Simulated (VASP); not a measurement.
Crystal: CaSb4.

```
CELL_PARAMETERS angstrom
4.27977 -2.24183 0.00000
4.27977 2.24183 0.00000
-2.34863 0.00000 7.40227
ATOMIC_POSITIONS crystal
Ca 0.50000 0.50000 0.00000
Sb 0.34032 0.34032 0.61344
Sb 0.84032 0.84032 0.11344
Sb 0.15968 0.15968 0.88656
Sb 0.65968 0.65968 0.38656
```

```yaml
Program: VASP 6.6.1
Task: relaxation of cell and atoms
Functional: PBE
Potentials_or_basis: VASP PAW PBE potentials, release 64 (Ca_sv, Sb)
Cutoff: 600 eV
k_mesh: 4 × 4 × 4
Occupations: gaussian, width 0.1 eV
Spin: no spin polarisation
```

At the start: pressure 11.0 GPa; volume 28.41 Å³/atom.

Question: How do energy, volume and symmetry change on relaxing?

Answer: Over 44 steps the energy falls by 437.4 meV/atom and the volume is 32.45 Å³/atom (+14.2 %); space group C2/m (No. 12, to 0.1 Å) before and after.

Step by step:
```csv
step,energy change (eV),largest force (eV/Å),pressure (GPa),volume (Å³)
1,0.0000,2.2801,10.97,142.04
3,-1.1555,0.7935,-0.67,172.98
5,-1.4534,0.5472,0.46,166.38
7,-1.5558,0.4638,0.30,166.76
9,-1.6549,0.2945,-0.12,169.55
11,-1.6735,0.1596,0.04,169.12
13,-1.6928,0.1793,0.15,168.21
15,-1.7118,0.2376,-0.50,169.30
17,-1.7436,0.4396,0.01,165.23
19,-1.7731,0.5007,0.18,163.44
21,-1.8981,0.7301,1.93,155.11
23,-1.9377,0.6829,1.75,155.51
25,-1.9824,0.5354,1.73,156.96
27,-2.0320,0.4751,1.18,157.70
29,-2.0812,0.3728,-1.83,168.11
31,-2.1192,0.3029,-0.77,163.69
33,-2.1570,0.1685,0.33,159.54
35,-2.1661,0.2064,-0.10,160.76
37,-2.1779,0.0846,0.20,160.30
39,-2.1821,0.1042,-0.05,161.65
41,-2.1844,0.0863,-0.07,161.98
43,-2.1860,0.0589,0.07,161.76
44,-2.1868,0.0355,-0.07,162.24
```

Final structure:
```
Ca Sb
1.0
     3.86136   -2.39155   -0.00094
     3.86136    2.39155   -0.00094
    -2.23475    0.00000    8.78469
Ca Sb
1 4
Cartesian
  3.8614 0.0000 -0.0009
  1.3389 0.0000 5.3195
  6.6147 0.0000 2.0082
  -1.1268 0.0000 6.7746
  4.1491 0.0000 3.4633
```

Caveat: the k points lie up to 0.39 Å⁻¹ apart in the final cell, too coarse for converged energies and pressures of a metal; a cell axis changed by over 15 % at a fixed basis, so the end point is rough.
